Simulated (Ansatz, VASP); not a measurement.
## One calculation of BiO5, two programs

```xyz
6
Lattice="3.7082 0.0000 0.0000 -1.8541 3.2114 0.0000 0.0000 0.0000 5.5056" Properties=species:S:1:pos:R:3 pbc="T T T"
Bi    0.0000    0.0000    2.7528
O     1.8541    1.0705    4.1458
O     0.0000    0.0000    0.0000
O     1.8541    1.0705    1.3598
O     0.0000    2.1409    1.3598
O     0.0000    2.1409    4.1458
```

Change from the starting cell: species swapped into the BaSn5 type (P6/mmm, No. 191).

Alike in both runs: functional PBE; k mesh 5 × 5 × 3; occupations gaussian, width 0.2 eV; no spin polarisation.

Ansatz relaxed the structure, and its values are those at the end. VASP's run is a single point on that final structure, the one shown.

|  | VASP | Ansatz |
| --- | --- | --- |
| version | VASP 6.6.1 | Ansatz 0.2.0 |
| potentials or method | VASP PAW PBE potentials, release 64 (Bi_d, O), cutoff 600 eV | scalar-relativistic, plane waves, PAW |
| valence electrons in the cell | 45 | 45 |

```csv
,VASP,Ansatz,Ansatz less VASP
gap on the k mesh at the Fermi level (eV),none,none,-
pressure (GPa),-0.1,0.0,+0.11
rms of the force components (eV/Å),0.008,0.002,-0.0062
```

A gap of «none» marks a metal or a gap that the smearing closes. With one functional, cell and mesh, what is left measures potentials, basis and numerics.

The k mesh is coarse, so the values compare programs but aren't converged. Neither program's run includes spin-orbit coupling.
